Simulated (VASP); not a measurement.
**MgB2: single point with PBEsol**

The system is MgB2.

```xyz
3
Lattice="3.1731 0.0000 0.0000 -1.5865 2.7480 0.0000 0.0000 0.0000 3.8350" Properties=species:S:1:pos:R:3 pbc="T T T"
Mg    0.0000    0.0000    0.0000
B     0.0000    1.8320    1.9175
B     1.5865    0.9160    1.9175
```

This cell differs from its parent crystal: strained.

| Quantity | Value |
| --- | --- |
| Program | VASP 6.6.1 |
| Task | single point |
| Functional | PBEsol |
| Potentials or basis | VASP PAW PBE potentials, release 64 (Mg, B) |
| Cutoff | 520 eV |
| k mesh | 15 × 15 × 12 |
| Occupations | gaussian, width 0.1 eV |
| Spin | no spin polarisation |
| Dipole correction | no |
| Further INCAR settings | ALGO = Normal; EDIFF = 1e-07; NBANDS = 11 |

```yaml
Pressure: -17.0 GPa
Band_gap_on_the_k_mesh: zero (band 4 reaches 5.76 eV, above the bottom of band 5 at 2.59 eV)
```

Stress tensor (GPa, compression positive):
```
-15.03   0.00   0.00
  0.00 -15.03   0.00
  0.00   0.00 -20.91
```

Levels at points of the mesh, in eV from the Fermi level:
```
           k point  band 2  band 3  band 4  band 5  band 6  band 7
(0.00, 0.00, 0.00)   -3.21    0.34    0.48    0.48    6.19    6.19
(0.00, 0.00, 0.50)   -7.00    0.72    0.72    6.49    6.49    7.44
```

It took 43 s on 1 thread of Intel(R) Xeon(R) Platinum 8488C (Sapphire Rapids), on a shared host, peak memory 0.2 GiB.

Caveat: the cell differs from its parent crystal (strained); the PAW data sets were made with another functional, which shifts forces and pressure a little.
